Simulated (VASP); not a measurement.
# Te2Mo in VASP: notebook

Runs on Te2Mo. Level: PBE+D3(BJ). Tasks: single point.

Program: VASP 6.6.1. These are calculated values, not measurements. Logs are shortened: lines on timing, memory, paths and dates and some standing lists are left out, and cuts for length are marked.

## 1. The cell of the first run

The cell holds a slab with vacuum, 3 atoms: a = 3.504 Å, b = 3.504 Å, c = 33.270 Å, α = 90.00°, β = 90.00°, γ = 120.00°.

## 2. Single point, PBE+D3(BJ)

File INCAR:

```
SYSTEM = Te2Mo
PREC     = Accurate       ! precision mode
ENCUT    = 520            ! plane-wave cutoff, eV
EDIFF    = 1E-6           ! SCF threshold, eV
ISMEAR   = 0              ! smearing method
SIGMA    = 0.02           ! smearing width, eV
LREAL    = .False.        ! projectors in reciprocal space
LASPH    = .True.         ! aspherical terms in the spheres
NELM     = 60             ! most SCF steps
ALGO     = Normal         ! electronic algorithm
ISIF     = 2              ! what is computed and relaxed
LWAVE    = .False.        ! write WAVECAR
LCHARG   = .False.        ! write CHGCAR
LDIPOL   = .True.       
IDIPOL   = 3            
DIPOL    = 0.5 0.5 0.500
GGA      = PE             ! functional
IVDW     = 12             ! dispersion correction
NBANDS   = 20             ! bands
```

File KPOINTS:

```
Automatic mesh
0
Gamma
  9 9 1
  0 0 0
```

File POSCAR:

```
Te2Mo
1.0
    3.5040000000      0.0000000000      0.0000000000
   -1.7520000000      3.0345530149      0.0000000000
    0.0000000000      0.0000000000     33.2698832047
Te Mo
2 1
Direct
    0.3333333333      0.6666666667      0.4434924376
    0.3333333333      0.6666666667      0.5565075624
    0.6666666667      0.3333333333      0.5000000000
```

Potentials or basis: VASP PAW PBE potentials, release 64 (Te, Mo_sv).

Command:

```bash
$ cat potpaw_PBE.64/Te/POTCAR potpaw_PBE.64/Mo_sv/POTCAR > POTCAR
$ mpirun -np 1 vasp_std > vasp.out
```

OUTCAR:

```text
SYSTEM = Te2Mo
   PREC = Accurate
   ENCUT = 520
   EDIFF = 1E-6
   ISMEAR = 0
   LREAL = .False.
   LASPH = .True.
   NELM = 60
   ISIF = 2
   GGA = PE
   IVDW = 12
 IVDW          = 12

 ion  position               nearest neighbor table
   1  0.333  0.667  0.443-   3 2.76   3 2.76   3 2.76
   2  0.333  0.667  0.557-   3 2.76   3 2.76   3 2.76
   3  0.667  0.333  0.500-   1 2.76   2 2.76   1 2.76   2 2.76   1 2.76   2 2.76

  LATTYP: Found a hexagonal cell.
 ALAT       =     3.5040000000
 C/A-ratio  =     9.4948296817

  Lattice vectors:

 A1 = (   3.5040000000,   0.0000000000,   0.0000000000)
 A2 = (  -1.7520000000,   3.0345530149,   0.0000000000)
 A3 = (   0.0000000000,   0.0000000000,  33.2698832047)

Analysis of symmetry for initial positions (statically):
=====================================================================
 Subroutine PRICEL returns:
 Original cell was already a primitive cell.

 Routine SETGRP: Setting up the symmetry group for a
 hexagonal supercell.

 Subroutine GETGRP returns: Found 12 space group operations
 (whereof 12 operations were pure point group operations)
 out of a pool of 24 trial point group operations.

The static configuration has the point symmetry D_3h.

Analysis of symmetry for dynamics (positions and initial velocities):
=====================================================================
 Subroutine PRICEL returns:
 Original cell was already a primitive cell.

 Routine SETGRP: Setting up the symmetry group for a
 hexagonal supercell.

 Subroutine GETGRP returns: Found 12 space group operations
 (whereof 12 operations were pure point group operations)
 out of a pool of 24 trial point group operations.

The dynamic configuration has the point symmetry D_3h.

 Subroutine INISYM returns: Found 12 space group operations
 (whereof 12 operations are pure point group operations),
 and found     1 'primitive' translations

----------------------------------------------------------------------------------------

                                     Primitive cell

  volume of cell :     353.7611

  direct lattice vectors                    reciprocal lattice vectors
     3.504000000  0.000000000  0.000000000     0.285388128  0.164768912  0.000000000
    -1.752000000  3.034553015  0.000000000     0.000000000  0.329537825  0.000000000
     0.000000000  0.000000000 33.269883205     0.000000000  0.000000000  0.030057214

  length of vectors
     3.504000000  3.504000000 33.269883205     0.329537825  0.329537825  0.030057214

  position of ions in fractional coordinates (direct lattice)
     0.333333333  0.666666667  0.443492438
     0.333333333  0.666666667  0.556507562
     0.666666667  0.333333333  0.500000000

  ion indices of the primitive-cell ions
   primitive index   ion index
                 1           1
                 2           2
                 3           3

----------------------------------------------------------------------------------------

 KPOINTS: Automatic mesh

Automatic generation of k-mesh.
 Grid dimensions read from file:
 generate k-points for:    9    9    1

 Generating k-lattice:

  Cartesian coordinates                     Fractional coordinates (reciprocal lattice)
     0.031709792  0.018307657  0.000000000     0.111111111 -0.000000000  0.000000000
     0.000000000  0.036615314  0.000000000     0.000000000  0.111111111  0.000000000
     0.000000000  0.000000000  0.030057214     0.000000000  0.000000000  1.000000000

  Length of vectors
     0.036615314  0.036615314  0.030057214

  Shift w.r.t. Gamma in fractional coordinates (k-lattice)
     0.000000000  0.000000000  0.000000000

 Subroutine IBZKPT returns following result:
 ===========================================

 Found     12 irreducible k-points:

 Following reciprocal coordinates:
            Coordinates               Weight
  0.000000  0.000000  0.000000      1.000000
  0.111111  0.000000  0.000000      6.000000
  0.222222  0.000000  0.000000      6.000000
  0.333333  0.000000  0.000000      6.000000
  0.444444  0.000000  0.000000      6.000000
  0.111111  0.111111  0.000000      6.000000
  0.222222  0.111111  0.000000     12.000000
  0.333333  0.111111  0.000000     12.000000
  0.444444  0.111111  0.000000      6.000000
  0.222222  0.222222  0.000000      6.000000
  0.333333  0.222222  0.000000     12.000000
  0.333333  0.333333  0.000000      2.000000
   k-points           NKPTS =     12   k-points in BZ     NKDIM =     12   number of bands    NBANDS=     20
   number of dos      NEDOS =    301   number of ions     NIONS =      3
   total plane-waves  NPLWV = 196000
   dimension x,y,z NGX =    28 NGY =   28 NGZ =  250
   dimension x,y,z NGXF=    56 NGYF=   56 NGZF=  500
   ions per type =               2   1
   NGX,Y,Z   is equivalent  to a cutoff of  13.28, 13.28, 12.49 a.u.
   NGXF,Y,Z  is equivalent  to a cutoff of  26.57, 26.57, 24.98 a.u.
 SYSTEM =  Te2Mo
   PREC   = accura    normal or accurate (medium, high low for compatibility)
   ISTART =      0    job   : 0-new  1-cont  2-samecut
   ICHARG =      2    charge: 1-file 2-atom 10-const
   ISPIN  =      1    spin polarized calculation?
   LNONCOLLINEAR =      F non collinear calculations
   LSORBIT =      F    spin-orbit coupling
   LASPH  =      T    aspherical Exc in radial PAW
   ENCUT  =  520.0 eV  38.22 Ry    6.18 a.u.   6.52  6.52 61.86*2*pi/ulx,y,z
   NELM   =     60;   NELMIN=  2; NELMDL= -5     # of ELM steps
   EDIFF  = 0.1E-05   stopping-criterion for ELM
   LREAL  =      F    real-space projection
   EDIFFG = 0.1E-04   stopping-criterion for IOM
   NSW    =      0    number of steps for IOM
   IBRION =     -1    ionic relax: 0-MD 1-quasi-New 2-CG
   NFREE  =      0    steps in history (QN), initial steepest desc. (CG)
   ISIF   =      2    stress and relaxation
   ISYM   =      2    0-nonsym 1-usesym 2-fastsym
   POTIM  = 0.5000    time-step for ionic-motion
   TEBEG  =    0.0;   TEEND  =   0.0 temperature during run
   PSTRESS=    0.0 pullay stress
   NELECT =      26.0000    total number of electrons
   NUPDOWN=      -1.0000    fix difference up-down
   EMIN   =  10.00;   EMAX   =-10.00  energy-range for DOS
   EFERMI =   0.00;   METHOD = LEGACY
   ISMEAR =     0;   SIGMA  =   0.02  broadening in eV -4-tet -1-fermi 0-gaus
   EFERMI_NEDOS =   21; number of points for ismear=-14 and -15
   IALGO  =     38    algorithm
   IMIX   =      4    mixing-type and parameters
     AMIX     =   0.40;   BMIX     =  1.00
     AMIX_MAG =   1.60;   BMIX_MAG =  1.00
  volume/ion in A,a.u.               =     117.92       795.77
  Fermi-wavevector in a.u.,A,eV,Ry     =   0.685745  1.295870  6.398086  0.470246
  Thomas-Fermi vector in A             =   1.765774
   LORBIT       =      0    0 simple, 1 ext, 2 COOP (PROOUT), +10 PAW based schemes
   GGA     = PE    functional components
   LHFCALC =     F    Hartree Fock is set to
   AEXX    =    0.0000 exact exchange contribution
   IVDW    =    12    specifies the selected vdW correction
   LEPSILON=     F    determine dielectric tensor
   LRPA    =     F    only Hartree local field effects (RPA)
 non-spin polarized calculation
 Gauss-broadening in eV      SIGMA  =   0.02
  energy-cutoff  :      520.00
  volume of cell :      353.76
 maximum number of plane-waves:      9651
 NGX is ok and might be reduce to    28
   NGX = 13   NGY = 13   NGZ =123

 dipolmoment           0.000000      0.000000      0.000000 electrons x Angstroem

 number of electron      26.0000002 magnetization

 dipolmoment           0.000000      0.000000     -0.000000 electrons x Angstroem

 Free energy of the ion-electron system (eV)
  ---------------------------------------------------
  ext. energy  EPLUGINS =         0.00000000
  ---------------------------------------------------
  free energy    TOTEN  =       -17.97595972 eV

  energy without entropy =      -17.97595972  energy(sigma->0) =      -17.97595972

 E-fermi :  -1.9163     XC(G=0):  -2.5908

 val. band max:       -2.0198772411   @ k =   0.3333   0.3333   0.0000
 cond. band min:      -0.8780386020   @ k =   0.2222   0.1111   0.0000
 fundamental gap:      1.1418386390
 Fermi energy:        -1.9162680203

 k-point     1 :       0.0000    0.0000    0.0000
  band No.  band energies     occupation
      1     -62.7553      2.00000
      2     -36.9227      2.00000
      3     -36.7606      2.00000
      4     -36.7606      2.00000
      5     -14.6416      2.00000
      6     -13.8575      2.00000
[... 12 lines left out ...]
     19       2.2750      0.00000
     20       2.7324      0.00000

 k-point     2 :       0.1111    0.0000    0.0000
  band No.  band energies     occupation
      1     -62.7542      2.00000
      2     -36.9195      2.00000
      3     -36.7758      2.00000
      4     -36.7642      2.00000
      5     -14.4679      2.00000
      6     -13.7289      2.00000
[... 12 lines left out ...]
     19       2.4876      0.00000
     20       2.9368      0.00000

 k-point     3 :       0.2222    0.0000    0.0000
  band No.  band energies     occupation
      1     -62.7513      2.00000
      2     -36.9116      2.00000
      3     -36.8140      2.00000
      4     -36.7732      2.00000
      5     -13.9751      2.00000
      6     -13.3659      2.00000
[... 12 lines left out ...]
     19       3.0886      0.00000
     20       3.5354      0.00000

 k-point     4 :       0.3333    0.0000    0.0000
  band No.  band energies     occupation
      1     -62.7480      2.00000
      2     -36.9025      2.00000
      3     -36.8571      2.00000
      4     -36.7835      2.00000
      5     -13.2722      2.00000
      6     -12.8584      2.00000
[... 12 lines left out ...]
     19       3.6353      0.00000
     20       3.8788      0.00000

 k-point     5 :       0.4444    0.0000    0.0000
  band No.  band energies     occupation
      1     -62.7458      2.00000
      2     -36.8966      2.00000
      3     -36.8851      2.00000
      4     -36.7902      2.00000
      5     -12.6572      2.00000
      6     -12.4360      2.00000
[... 12 lines left out ...]
     19       3.8091      0.00000
     20       4.1980      0.00000

 k-point     6 :       0.1111    0.1111    0.0000
  band No.  band energies     occupation
      1     -62.7522      2.00000
      2     -36.9140      2.00000
      3     -36.8011      2.00000
      4     -36.7718      2.00000
      5     -14.1341      2.00000
      6     -13.4824      2.00000
[... 12 lines left out ...]
     19       2.9016      0.00000
     20       3.3386      0.00000

 k-point     7 :       0.2222    0.1111    0.0000
  band No.  band energies     occupation
      1     -62.7490      2.00000
      2     -36.9055      2.00000
      3     -36.8387      2.00000
      4     -36.7846      2.00000
      5     -13.5295      2.00000
      6     -13.0406      2.00000
[... 12 lines left out ...]
     19       3.6606      0.00000
     20       4.1363      0.00000

 k-point     8 :       0.3333    0.1111    0.0000
  band No.  band energies     occupation
      1     -62.7463      2.00000
      2     -36.8980      2.00000
      3     -36.8713      2.00000
      4     -36.7960      2.00000
      5     -12.8383      2.00000
      6     -12.5514      2.00000
[... 12 lines left out ...]
     19       4.1789      0.00000
     20       4.3642      0.00000

 k-point     9 :       0.4444    0.1111    0.0000
  band No.  band energies     occupation
      1     -62.7452      2.00000
      2     -36.8950      2.00000
      3     -36.8842      2.00000
      4     -36.8005      2.00000
      5     -12.4886      2.00000
      6     -12.3157      2.00000
[... 12 lines left out ...]
     19       4.4845      0.00000
     20       4.9154      0.00000

 k-point    10 :       0.2222    0.2222    0.0000
  band No.  band energies     occupation
      1     -62.7465      2.00000
      2     -36.8985      2.00000
      3     -36.8597      2.00000
      4     -36.8045      2.00000
      5     -12.9151      2.00000
      6     -12.5987      2.00000
[... 12 lines left out ...]
     19       4.1183      0.00000
     20       4.4330      0.00000

 k-point    11 :       0.3333    0.2222    0.0000
  band No.  band energies     occupation
      1     -62.7448      2.00000
      2     -36.8940      2.00000
      3     -36.8698      2.00000
      4     -36.8211      2.00000
      5     -12.4102      2.00000
      6     -12.2457      2.00000
[... 12 lines left out ...]
     19       4.1873      0.00000
     20       4.7862      0.00000

 k-point    12 :       0.3333    0.3333    0.0000
  band No.  band energies     occupation
      1     -62.7443      2.00000
      2     -36.8924      2.00000
      3     -36.8568      2.00000
      4     -36.8434      2.00000
      5     -12.2279      2.00000
      6     -12.1134      2.00000
[... 12 lines left out ...]
     19       3.0492      0.00000
     20       5.0760      0.00000

------------------------ aborting loop because EDIFF is reached ----------------------------------------

 vacuum level on the upper side and lower side of the slab       (xc-potential included)        -0.135        -0.135

 Edisp (eV)   -1.18421

 E8    (eV) :    -0.5757

  FORCE on cell =-STRESS in cart. coord.  units (eV):
  Direction    XX          YY          ZZ          XY          YZ          ZX
  --------------------------------------------------------------------------------------
  -------------------------------------------------------------------------------------
  Total      -1.05673    -1.05673    -2.95257     0.00000     0.00000     0.00000
  in kB      -4.78592    -4.78592   -13.37213     0.00000     0.00000     0.00000
  external pressure =       -7.65 kB  Pullay stress =        0.00 kB

 VOLUME and BASIS-vectors are now :
 -----------------------------------------------------------------------------
  energy-cutoff  :      520.00
  volume of cell :      353.76
      direct lattice vectors                 reciprocal lattice vectors
     3.504000000  0.000000000  0.000000000     0.285388128  0.164768912  0.000000000
    -1.752000000  3.034553015  0.000000000     0.000000000  0.329537825  0.000000000
     0.000000000  0.000000000 33.269883205     0.000000000  0.000000000  0.030057214

 POSITION                                       TOTAL-FORCE (eV/Angst)
 -----------------------------------------------------------------------------------
     -0.00000      2.02304     14.75494        -0.000000      0.000000      0.782557
     -0.00000      2.02304     18.51494        -0.000000     -0.000000     -0.782557
      1.75200      1.01152     16.63494         0.000000     -0.000000      0.000000
 -----------------------------------------------------------------------------------
    total drift:                               -0.000000      0.000000     -0.000000

  FREE ENERGIE OF THE ION-ELECTRON SYSTEM (eV)
  ---------------------------------------------------
  free  energy   TOTEN  =       -19.1601728149 eV

  energy  without entropy=      -19.1601728149  energy(sigma->0) =      -19.16017281

 vacuum level on the upper side and lower side of the slab         2.615         2.615
```

It took 1.9 min on 1 thread of Intel Xeon 6975P-C (Granite Rapids), shared host; peak memory 0.47 GiB.

What came out:

```yaml
Free_energy: -19.1602 eV
Largest_force: 0.783 eV/Å
Band_gap_on_the_k_mesh: 1.14 eV, indirect (least direct gap 1.24 eV)
Dispersion_energy_per_atom: -0.395 eV
```

Forces in eV/Å, atoms in the order of the input:
```
Te   0.000  0.000  0.783
Te   0.000  0.000 -0.783
Mo   0.000  0.000  0.000
```

Levels at points of the mesh, in eV from the valence-band top:
| k point | band 10 | band 11 | band 12 | band 13 | band 14 | band 15 | band 16 | band 17 |
| --- | --- | --- | --- | --- | --- | --- | --- | --- |
| (0.00, 0.00, 0.00) | -1.41 | -0.73 | -0.70 | -0.70 | 3.11 | 3.11 | 3.32 | 3.32 |

Caveat: spin-orbit coupling is left out, which moves the levels of the heavy elements.

## 3. Single point, PBE+D3(BJ)

This run uses another cell than the first one, of 99.83 Å³/atom, 0.847 times its volume.

File INCAR:

```
ALGO = Normal ; DIPOL = 0.5 0.5 0.500
EDIFF = 1E-6 ; ENCUT = 520
GGA = PE ; IDIPOL = 3
ISIF = 2 ; ISMEAR = 0
IVDW = 12 ; LASPH = True
LCHARG = False ; LDIPOL = True
LREAL = False ; LWAVE = False
NBANDS = 20 ; NELM = 60
PREC = Accurate ; SIGMA = 0.02
```

File KPOINTS:

```
k-points
0
Gamma
  9 9 1
```

File POSCAR:

```
Te2Mo
1.0
    3.2240000000      0.0000000000      0.0000000000
   -1.6120000000      2.7920659018      0.0000000000
    0.0000000000      0.0000000000     33.2698832047
Te Mo
2 1
Direct
    0.3333333333      0.6666666667      0.4510668556
    0.3333333333      0.6666666667      0.5489331444
    0.6666666667      0.3333333333      0.5000000000
```

Potentials or basis: VASP PAW PBE potentials, release 64 (Te, Mo_sv).

Command:

```bash
$ cat potpaw_PBE.64/Te/POTCAR potpaw_PBE.64/Mo_sv/POTCAR > POTCAR
$ mpirun -np 1 vasp_std > vasp.out
```

It took 1.8 min on 1 thread of Intel Xeon Platinum 8488C (Sapphire Rapids), shared host; peak memory 0.4 GiB.

Results (log left out):

| Item | Value |
| --- | --- |
| Free energy | -16.9140 eV |
| Largest force | 6.521 eV/Å |
| Band gap on the k mesh | 1.38 eV, indirect (least direct gap 1.63 eV) |
| Dispersion energy per atom | -0.495 eV |

Forces in eV/Å, atoms in the order of the input:
```
Te   0.000  0.000 -6.521
Te   0.000  0.000  6.521
Mo   0.000  0.000  0.000
```

Levels at points of the mesh, in eV from the valence-band top:
| k point | band 9 | band 10 | band 11 | band 12 | band 13 | band 14 | band 15 | band 16 | band 17 | band 18 |
| --- | --- | --- | --- | --- | --- | --- | --- | --- | --- | --- |
| (0.00, 0.00, 0.00) | -2.44 | -1.97 | -1.18 | -1.18 | -0.87 | 4.44 | 4.56 | 4.57 | 4.57 | 5.09 |

Caveat: spin-orbit coupling is left out, which moves the levels of the heavy elements.

## 4. Single point, PBE+D3(BJ)

This run uses another cell than the first one, of 99.83 Å³/atom, 0.847 times its volume.

File INCAR:

```
SYSTEM = Te2Mo
  PREC = Accurate
  ENCUT = 520
  EDIFF = 1E-6
  ISMEAR = 0
  SIGMA = 0.02
  LREAL = .False.
  LASPH = .True.
  NELM = 60
  ALGO = Normal
  ISIF = 2
  LWAVE = .False.
  LCHARG = .False.
  LDIPOL = .True.
  IDIPOL = 3
  DIPOL = 0.5 0.5 0.500
  GGA = PE
  IVDW = 12
  NBANDS = 20
```

File KPOINTS:

```
regular mesh
0
Gamma
  9 9 1
  0 0 0
```

File POSCAR:

```
Te2Mo
1.0
    3.2240000000      0.0000000000      0.0000000000
   -1.6120000000      2.7920659018      0.0000000000
    0.0000000000      0.0000000000     33.2698832047
Te Mo
2 1
Direct
    0.3333333333      0.6666666667      0.4472796466
    0.3333333333      0.6666666667      0.5527203534
    0.6666666667      0.3333333333      0.5000000000
```

Command:

```bash
$ cat potpaw_PBE.64/Te/POTCAR potpaw_PBE.64/Mo_sv/POTCAR > POTCAR
$ mpirun -np 1 vasp_std > vasp.out
```

It took 1.9 min on 1 thread of Intel Xeon Platinum 8488C (Sapphire Rapids), shared host; peak memory 0.4 GiB.

It converged, with:

* Free energy: -18.1217 eV
* Largest force: 3.229 eV/Å
* Band gap on the k mesh: 1.09 eV, indirect (least direct gap 1.75 eV)
* Dispersion energy per atom: -0.481 eV

Forces in eV/Å, atoms in the order of the input:
```
Te   0.000  0.000 -3.229
Te   0.000  0.000  3.229
Mo   0.000  0.000  0.000
```

Levels at points of the mesh, in eV from the valence-band top:
```
           k point  band 11  band 12  band 13  band 14  band 15  band 16
(0.00, 0.00, 0.00)    -1.51    -1.02    -1.02     3.85     4.00     4.21
```

Caveat: spin-orbit coupling is left out, which moves the levels of the heavy elements.

(Continued in part 2 of 2.)
